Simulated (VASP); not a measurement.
# TiAl3 in VASP: a series of runs, part 2 of 2

VASP 6.6.1. The steps go on from the part before.

### 3 Single point, r2SCAN (strain -0.030 along x and y, -0.015 along z)

Input file POSCAR:

```
TiAl3
1.0
    3.8370011125      0.0000000000      0.0000000000
    0.0000000000      3.8370011125      0.0000000000
    0.0000000000      0.0000000000      3.8963361812
Ti Al
1 3
Direct
    0.0000000000      0.0000000000      0.0000000000
    0.5000000000      0.5000000000      0.0000000000
    0.5000000000      0.0000000000      0.5000000000
    0.0000000000      0.5000000000      0.5000000000
```

Input file INCAR.step1:

```
ALGO     = Normal         # electronic algorithm
EDIFF    = 1E-4           # SCF threshold, eV
ENCUT    = 520            # plane-wave cutoff, eV
GGA      = PE             # functional
ISMEAR   = 0              # smearing method
LASPH    = T              # aspherical terms in the spheres
LCHARG   = F              # write CHGCAR
LREAL    = F              # projectors in reciprocal space
LWAVE    = T              # write WAVECAR
NBANDS   = 18             # bands
NELM     = 60             # most SCF steps
PREC     = Accurate       # precision mode
SIGMA    = 0.15           # smearing width, eV
```

Input file INCAR.step2:

```
ALGO     = Normal         # electronic algorithm
EDIFF    = 1E-6           # SCF threshold, eV
ENCUT    = 520            # plane-wave cutoff, eV
ISIF     = 2              # what is computed and relaxed
ISMEAR   = 0              # smearing method
ISTART   = 1            
LASPH    = T              # aspherical terms in the spheres
LCHARG   = F              # write CHGCAR
LMIXTAU  = T            
LREAL    = F              # projectors in reciprocal space
LWAVE    = F              # write WAVECAR
METAGGA  = R2SCAN         # meta-GGA
NBANDS   = 18             # bands
NELM     = 60             # most SCF steps
PREC     = Accurate       # precision mode
SIGMA    = 0.15           # smearing width, eV
```

Input file KPOINTS:

```
k-points
0
Gamma
  12 12 12
```

Potentials or basis: VASP PAW PBE potentials, release 64 (Ti_sv, Al).

Command:

```
cat potpaw_PBE.64/Ti_sv/POTCAR potpaw_PBE.64/Al/POTCAR > POTCAR
cp INCAR.step1 INCAR
mpirun -np 1 vasp_std > vasp.out
cp INCAR.step2 INCAR
mpirun -np 1 vasp_std > vasp.out
```

It took 6 min on 1 thread of AMD EPYC 9R45 (Zen 5), shared host; peak memory 0.29 GiB.

The run converged. Its results:

```
Free energy            : -34.6871 eV
Pressure               : 10.2 GPa
Band gap on the k mesh : zero (an odd number of electrons rules out a gap without spin polarisation)
```

Stress tensor (GPa, compression positive):
```
11.01  0.00  0.00
 0.00 11.01  0.00
 0.00  0.00  8.53
```

Levels at points of the mesh, in eV from the Fermi level:
```csv
k point,band 8,band 9,band 10,band 11,band 12,band 13
"(0.00, 0.00, 0.00)",-2.63,-2.36,-2.36,0.11,0.11,0.15
"(0.50, 0.00, 0.00)",-2.55,-2.53,0.43,0.61,0.84,0.86
"(0.50, 0.50, 0.00)",-5.66,-1.55,-1.55,0.57,0.99,1.24
"(0.00, 0.00, 0.50)",-2.57,-2.49,0.44,0.83,0.83,0.88
"(0.50, 0.00, 0.50)",-5.66,-1.47,-1.41,0.72,1.16,1.17
"(0.50, 0.50, 0.50)",-5.58,-4.05,-3.97,-3.97,0.35,1.57
```

Caveat: the cell differs from its parent crystal (strain -0.030 along x and y, -0.015 along z); the cell stands under pressure; the PAW data sets were made with another functional, which shifts forces and pressure a little.

### 4 Single point, r2SCAN (strain -0.015 along x and y, +0.015 along z)

Input file POSCAR:

```
TiAl3
1.0
    3.8963361812      0.0000000000      0.0000000000
    0.0000000000      3.8963361812      0.0000000000
    0.0000000000      0.0000000000      4.0150063187
Ti Al
1 3
Direct
    0.0000000000      0.0000000000      0.0000000000
    0.5000000000      0.5000000000      0.0000000000
    0.5000000000      0.0000000000      0.5000000000
    0.0000000000      0.5000000000      0.5000000000
```

Input file INCAR.step1:

```
ALGO = Normal
EDIFF = 1E-4
ENCUT = 520
GGA = PE
ISMEAR = 0
LASPH = T
LCHARG = F
LREAL = F
LWAVE = T
NBANDS = 18
NELM = 100
PREC = Accurate
SIGMA = 0.15
```

Input file INCAR.step2:

```
ALGO = Normal
EDIFF = 1E-6
ENCUT = 520
ISIF = 2
ISMEAR = 0
ISTART = 1
LASPH = T
LCHARG = F
LMIXTAU = T
LREAL = F
LWAVE = F
METAGGA = R2SCAN
NBANDS = 18
NELM = 100
PREC = Accurate
SIGMA = 0.15
```

KPOINTS is that of step 3.

Command:

```
cat potpaw_PBE.64/Ti_sv/POTCAR potpaw_PBE.64/Al/POTCAR > POTCAR
cp INCAR.step1 INCAR
mpirun -np 1 vasp_std > vasp.out
cp INCAR.step2 INCAR
mpirun -np 1 vasp_std > vasp.out
```

Wall time 6.8 min (1 thread of Intel Xeon 6975P-C (Granite Rapids), shared host); peak memory 0.32 GiB.

It converged, with:

| Item | Value |
| --- | --- |
| Free energy | -34.8059 eV |
| Pressure | 1.8 GPa |
| Band gap on the k mesh | zero (an odd number of electrons rules out a gap without spin polarisation) |

Stress tensor (GPa, compression positive):
```
 3.23  0.00  0.00
 0.00  3.23  0.00
 0.00  0.00 -0.93
```

Levels at points of the mesh, in eV from the Fermi level:
```
           k point  band 6  band 7  band 8  band 9  band 10  band 11  band 12  band 13  band 14  band 15
(0.00, 0.00, 0.00)   -3.40   -3.09   -2.73   -2.23    -2.23     0.12     0.12     0.18     0.64     4.59
(0.50, 0.00, 0.00)   -8.54   -2.69   -2.37   -2.36     0.42     0.42     0.80     0.87     1.32     1.84
(0.50, 0.50, 0.00)   -6.45   -6.45   -5.46   -1.51    -1.51     0.45     0.90     1.18     1.54     3.58
(0.00, 0.00, 0.50)   -8.63   -2.39   -2.39   -2.27     0.42     0.82     0.82     0.94     1.00     1.92
(0.50, 0.00, 0.50)   -6.66   -6.57   -5.46   -1.37    -1.27     0.73     1.02     1.22     1.44     3.90
(0.50, 0.50, 0.50)   -5.45   -5.42   -5.42   -3.99    -3.85    -3.85     0.23     1.43     1.59     3.00
```

Caveat: the cell differs from its parent crystal (strain -0.015 along x and y, +0.015 along z); the PAW data sets were made with another functional, which shifts forces and pressure a little.

### 5 Single point, r2SCAN (strain +0.000 along x and y, -0.015 along z)

Input file POSCAR:

```
TiAl3
1.0
    3.9556712500      0.0000000000      0.0000000000
    0.0000000000      3.9556712500      0.0000000000
    0.0000000000      0.0000000000      3.8963361812
Ti Al
1 3
Direct
    0.0000000000      0.0000000000      0.0000000000
    0.5000000000      0.5000000000      0.0000000000
    0.5000000000      0.0000000000      0.5000000000
    0.0000000000      0.5000000000      0.5000000000
```

Input file INCAR.step1:

```
SYSTEM = TiAl3
PREC = Accurate
ENCUT = 520
ISMEAR = 0
SIGMA = 0.15
LREAL = .FALSE.
LASPH = .TRUE.
NELM = 100
NBANDS = 18
GGA = PE
ALGO = Normal
EDIFF = 1E-4
LWAVE = .TRUE.
LCHARG = .FALSE.
```

Input file INCAR.step2:

```
SYSTEM = TiAl3
PREC = Accurate
ENCUT = 520
EDIFF = 1E-6
ISMEAR = 0
SIGMA = 0.15
LREAL = .FALSE.
LASPH = .TRUE.
NELM = 100
ALGO = Normal
ISIF = 2
LWAVE = .FALSE.
LCHARG = .TRUE.
METAGGA = R2SCAN
LMIXTAU = .TRUE.
LELF = .TRUE.
LVHAR = .TRUE.
NBANDS = 18
ISTART = 1
```

Input file KPOINTS:

```
regular mesh
0
G
  12 12 12
  0 0 0
```

Command:

```
cat potpaw_PBE.64/Ti_sv/POTCAR potpaw_PBE.64/Al/POTCAR > POTCAR
cp INCAR.step1 INCAR
mpirun -np 1 vasp_std > vasp.out
cp INCAR.step2 INCAR
mpirun -np 1 vasp_std > vasp.out
```

It took 7.2 min on 1 thread of Intel Xeon 6975P-C (Granite Rapids), shared host; peak memory 0.32 GiB.

It converged, with:

```yaml
Free_energy: -34.8179 eV
Pressure: 1.8 GPa
Band_gap_on_the_k_mesh: zero (an odd number of electrons rules out a gap without spin polarisation)
```

Stress tensor (GPa, compression positive):
```
1.07 0.00 0.00
0.00 1.07 0.00
0.00 0.00 3.15
```

Levels at points of the mesh, in eV from the Fermi level:
| k point | band 8 | band 9 | band 10 | band 11 | band 12 | band 13 |
| --- | --- | --- | --- | --- | --- | --- |
| (0.00, 0.00, 0.00) | -2.49 | -2.49 | -2.24 | 0.10 | 0.14 | 0.14 |
| (0.50, 0.00, 0.00) | -2.38 | -2.33 | 0.41 | 0.61 | 0.84 | 0.89 |
| (0.50, 0.50, 0.00) | -5.47 | -1.33 | -1.33 | 0.73 | 1.07 | 1.21 |
| (0.00, 0.00, 0.50) | -2.53 | -2.37 | 0.40 | 0.63 | 0.63 | 0.89 |
| (0.50, 0.00, 0.50) | -5.47 | -1.45 | -1.40 | 0.59 | 1.04 | 1.11 |
| (0.50, 0.50, 0.50) | -5.43 | -3.93 | -3.93 | -3.86 | 0.24 | 1.45 |

Caveat: the cell differs from its parent crystal (strain +0.000 along x and y, -0.015 along z); the PAW data sets were made with another functional, which shifts forces and pressure a little.

### 6 Single point, r2SCAN (strain -0.015 along x and y, +0.030 along z)

Input file POSCAR:

```
TiAl3
1.0
    3.8963361812      0.0000000000      0.0000000000
    0.0000000000      3.8963361812      0.0000000000
    0.0000000000      0.0000000000      4.0743413875
Ti Al
1 3
Direct
    0.0000000000      0.0000000000      0.0000000000
    0.5000000000      0.5000000000      0.0000000000
    0.5000000000      0.0000000000      0.5000000000
    0.0000000000      0.5000000000      0.5000000000
```

Input file INCAR.step1:

```
SYSTEM = TiAl3
PREC     = Accurate       ! precision mode
ENCUT    = 520            ! plane-wave cutoff, eV
ISMEAR   = 0              ! smearing method
SIGMA    = 0.15           ! smearing width, eV
LREAL    = .FALSE.        ! projectors in reciprocal space
LASPH    = .TRUE.         ! aspherical terms in the spheres
NELM     = 100            ! most SCF steps
NBANDS   = 18             ! bands
GGA      = PE             ! functional
ALGO     = Normal         ! electronic algorithm
EDIFF    = 1E-4           ! SCF threshold, eV
LWAVE    = .TRUE.         ! write WAVECAR
LCHARG   = .FALSE.        ! write CHGCAR
```

Input file INCAR.step2:

```
SYSTEM = TiAl3
PREC     = Accurate       ! precision mode
ENCUT    = 520            ! plane-wave cutoff, eV
EDIFF    = 1E-7           ! SCF threshold, eV
ISMEAR   = 0              ! smearing method
SIGMA    = 0.15           ! smearing width, eV
LREAL    = .FALSE.        ! projectors in reciprocal space
LASPH    = .TRUE.         ! aspherical terms in the spheres
NELM     = 100            ! most SCF steps
ALGO     = Normal         ! electronic algorithm
ISIF     = 2              ! what is computed and relaxed
LWAVE    = .FALSE.        ! write WAVECAR
LCHARG   = .FALSE.        ! write CHGCAR
METAGGA  = R2SCAN         ! meta-GGA
LMIXTAU  = .TRUE.       
NBANDS   = 18             ! bands
ISTART   = 1
```

KPOINTS is that of step 5.

Potentials or basis: VASP PAW PBE potentials, release 64 (Ti_sv, Al).

Command:

```
cat potpaw_PBE.64/Ti_sv/POTCAR potpaw_PBE.64/Al/POTCAR > POTCAR
cp INCAR.step1 INCAR
mpirun -np 1 vasp_std > vasp.out
cp INCAR.step2 INCAR
mpirun -np 1 vasp_std > vasp.out
```

Run time: 10 min. Hardware: 1 thread of Intel Xeon 6975P-C (Granite Rapids), shared host; peak memory 0.32 GiB.

The run converged. Its results:

* Free energy: -34.7927 eV
* Pressure: 0.2 GPa
* Band gap on the k mesh: zero (an odd number of electrons rules out a gap without spin polarisation)

Stress tensor (GPa, compression positive):
```
 2.13  0.00  0.00
 0.00  2.13  0.00
 0.00  0.00 -3.76
```

Levels at points of the mesh, in eV from the Fermi level:
| k point | band 8 | band 9 | band 10 | band 11 | band 12 | band 13 |
| --- | --- | --- | --- | --- | --- | --- |
| (0.00, 0.00, 0.00) | -2.85 | -2.13 | -2.13 | 0.12 | 0.12 | 0.21 |
| (0.50, 0.00, 0.00) | -2.34 | -2.26 | 0.29 | 0.42 | 0.69 | 0.95 |
| (0.50, 0.50, 0.00) | -5.40 | -1.54 | -1.54 | 0.36 | 0.82 | 1.20 |
| (0.00, 0.00, 0.50) | -2.30 | -2.19 | 0.42 | 0.88 | 0.88 | 0.89 |
| (0.50, 0.00, 0.50) | -5.41 | -1.34 | -1.18 | 0.77 | 0.94 | 1.29 |
| (0.50, 0.50, 0.50) | -5.37 | -3.99 | -3.78 | -3.78 | 0.21 | 1.39 |

Caveat: the cell differs from its parent crystal (strain -0.015 along x and y, +0.030 along z); the PAW data sets were made with another functional, which shifts forces and pressure a little.

### 7 Overview

| cell | gap on the mesh (eV) | pressure (GPa) |
| --- | --- | --- |
| a = 4.074 Å, 4 atoms | none | -8.7 |
| a = 3.837, b = 3.837, c = 3.896 Å, 4 atoms | none | 10.2 |
| a = 3.896, b = 3.896, c = 4.015 Å, 4 atoms | none | 1.8 |
| a = 3.956, b = 3.956, c = 3.896 Å, 4 atoms | none | 1.8 |
| a = 3.896, b = 3.896, c = 4.074 Å, 4 atoms | none | 0.2 |

Alike in all rows: task single point; level r2SCAN; potentials or basis VASP PAW PBE potentials, release 64 (Ti_sv, Al); no spin polarisation; k mesh 12 × 12 × 12; cutoff (eV) 520; smearing gaussian 0.15 eV.

Caveats: the PAW data sets were made with another functional, which shifts forces and pressure a little; the cell stands under tension (at least some runs); the cell stands under pressure (at least some runs).

Absolute energies hang on the potentials; compare differences alone.
